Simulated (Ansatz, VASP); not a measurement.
# Two plane-wave programs on Cu5Mo

```
Cu Mo
1.0
     4.15756    0.00000    0.00000
    -2.07878    3.60055    0.00000
     0.00000    0.00000    5.13788
Cu Mo
5 1
Direct
  0.33333 0.66667 0.24616
  0.33333 0.66667 0.75384
  0.66667 0.33333 0.75384
  0.66667 0.33333 0.24616
  0.00000 0.00000 0.00000
  0.00000 0.00000 0.50000
```

Alike in both runs: functional PBE; k mesh 6 × 6 × 4; occupations gaussian, width 0.1 eV; no spin polarisation.

Ansatz relaxed the structure, and its values are those at the end. VASP's run is a single point on that final structure, the one shown.

|  | VASP | Ansatz |
| --- | --- | --- |
| version | VASP 6.6.1 | Ansatz 0.2.0 |
| potentials or method | VASP PAW PBE potentials, release 64 (Cu, Mo_sv), cutoff 520 eV | scalar-relativistic, plane waves, PAW |
| valence electrons in the cell | 69 | 109 |

```csv
,VASP,Ansatz,Ansatz less VASP
gap on the k mesh at the Fermi level (eV),none,none,-
pressure (GPa),0.6,0.0,-0.61
```

A gap of «none» marks a metal or a gap that the smearing closes. With one functional, cell and mesh, what is left measures potentials, basis and numerics. VASP's potentials hold 69 valence electrons a cell and Ansatz's 109, so a difference there can come from the potentials and not from the codes.
